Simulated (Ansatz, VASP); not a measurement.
**One calculation of SnTe, two programs**

File INCAR:

```
SYSTEM = SnTe
PREC = Accurate ; ENCUT = 520
EDIFF = 1E-6 ; ISMEAR = 0
SIGMA = 0.025 ; LREAL = .FALSE.
LASPH = .TRUE. ; NELM = 100
ALGO = Normal ; ISIF = 2
LWAVE = .FALSE. ; LCHARG = .FALSE.
GGA = PE ; NBANDS = 17
```

KPOINTS

```
regular mesh
0
G
  7 7 7
  0 0 0
```

File POSCAR:

```
SnTe
1.0
    0.0000000000      3.1508500000      3.1508500000
    3.1508500000      0.0000000000      3.1508500000
    3.1508500000      3.1508500000      0.0000000000
Te Sn
1 1
Direct
    0.5000000000      0.5000000000      0.5000000000
    0.0000000000      0.0000000000      0.0000000000
```

The input input.yaml:

```yaml
crystal:
  lattice:
    - [0.0, 3.15085, 3.15085]
    - [3.15085, 0.0, 3.15085]
    - [3.15085, 3.15085, 0.0]
  atoms:
    - { symbol: Te, position: [0.5, 0.5, 0.5] }
    - { symbol: Sn, position: [0.0, 0.0, 0.0] }
kpoints:
  mp_grid: { grid: [7, 7, 7] }
scf:
  occupations: { method: gaussian, width: 0.025 }
hamiltonian:
  xc: pbe
  pseudopotentials: { kind: all_electron, lapw: { basis_error: 0.001 } }
output:
  forces: true
  stress: true
  eigenvalues: true
```

Alike in both runs: task single point; functional PBE; k mesh 7 × 7 × 7; occupations gaussian, width 0.025 eV; no spin polarisation.

|  | VASP | Ansatz |
| --- | --- | --- |
| version | VASP 6.6.1 | Ansatz 0.2.0 |
| potentials or method | VASP PAW PBE potentials, release 64 (Te, Sn_d), cutoff 520 eV | all-electron LAPW, scalar-relativistic |

|  | VASP | Ansatz | Ansatz less VASP |
| --- | --- | --- | --- |
| pressure (GPa) | 2.2 | 2.2 | +0.07 |

Ansatz ran all-electron here, and VASP with PAW potentials.

Spin-orbit coupling is off throughout.
